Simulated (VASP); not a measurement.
Runs of VASP 6.6.1 on Pb2O. The structure is that of space group Pn-3m (No. 224), or close to it. The cells are those of the table. 

```tsv
cell	gap on the mesh (eV)	pressure (GPa)
a = 5.451 Å, 6 atoms	none	0.7
a = 5.520 Å, 6 atoms	none	-1.0
a = 5.156 Å, 6 atoms	none	(a)
a = 5.233 Å, 6 atoms	none	(b)
a = 5.307 Å, 6 atoms	none	5.5
```

Alike in all rows: task single point; level PBE; potentials or basis VASP PAW PBE potentials, release 64 (Pb_d, O); no spin polarisation; k mesh 5 × 5 × 5; cutoff (eV) 520; smearing methfessel-paxton 0.05 eV.

Problem. Estimate the missing entries.

Solution. (a) 12.9; (b) 8.8.

Caveats: semilocal functionals underestimate gaps, so a narrow gap can read as zero; spin-orbit coupling is left out, which moves the levels of the heavy elements; the cell stands under pressure (at least some runs).

A k mesh can miss the band edges, and the runs leave out spin-orbit coupling on Pb.

A gap of «none» marks levels without a gap at the run's occupations.
